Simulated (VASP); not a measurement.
Runs of VASP 6.6.1 on Sc3Cu. The structure is that of space group Fm-3m (No. 225), or close to it. The cells are those of the table. The cell was built from a structure type or drawn by symmetry, and may not be a known phase.

```tsv
task	cell	k mesh	cutoff (eV)	gap on the mesh (eV)	pressure (GPa)
relaxation of cell and atoms	relaxed from a = 4.886 Å, angles 60.0°, 4 atoms	12 × 12 × 12	600	none	0.0
single point	a = 4.880 Å, angles 60.0°, 4 atoms	12 × 12 × 12	520	none	0.3
single point	a = 4.886 Å, angles 60.0°, 4 atoms	4 × 4 × 4	520	none	0.1
relaxation of cell and atoms	relaxed from a = 4.804 Å, angles 60.0°, 4 atoms	4 × 4 × 4	600	none	0.0
single point	a = 4.804 Å, angles 60.0°, 4 atoms	4 × 4 × 4	520	none	(a)
```

Alike in all rows: level PBE; potentials or basis VASP PAW PBE potentials, release 64 (Sc_sv, Cu); no spin polarisation; smearing gaussian 0.1 eV.

**Question.** Fill in the values left out.

**Answer.** (a) 3.5.

Caveats: some runs use coarse meshes; the relaxation stopped at its first step, so nothing moved (at least some runs).

A gap of «none» marks levels without a gap at the run's occupations.
